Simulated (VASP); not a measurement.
Crystal: MnO.

```
CELL_PARAMETERS angstrom
0.00000 2.22200 2.22200
2.22200 0.00000 2.22200
2.22200 2.22200 0.00000
ATOMIC_POSITIONS crystal
Mn 0.00000 0.00000 0.00000
O 0.50000 0.50000 0.50000
```

Base run:

* Program: VASP 6.6.1
* Functional: PBE
* Potentials or basis: VASP PAW PBE potentials, release 64 (Mn_pv, O)
* Cutoff: 600 eV
* k mesh: 8 × 8 × 8
* Occupations: fermi-dirac, width 0.05 eV
* Spin: no spin polarisation

Its results: pressure -33.6 GPa.

Q: The run is repeated on the same cell with these changes: occupations from fermi-dirac, width 0.05 eV to tetrahedron. What comes out?

A: Pressure -34.3 GPa.

Caveats: an odd number of electrons without spin polarisation forces a metal; a magnetic or distorted state may lie lower; the run has no spin polarisation, though such a crystal can be magnetic; tetrahedron occupations give inexact forces and stress in metals (some runs).
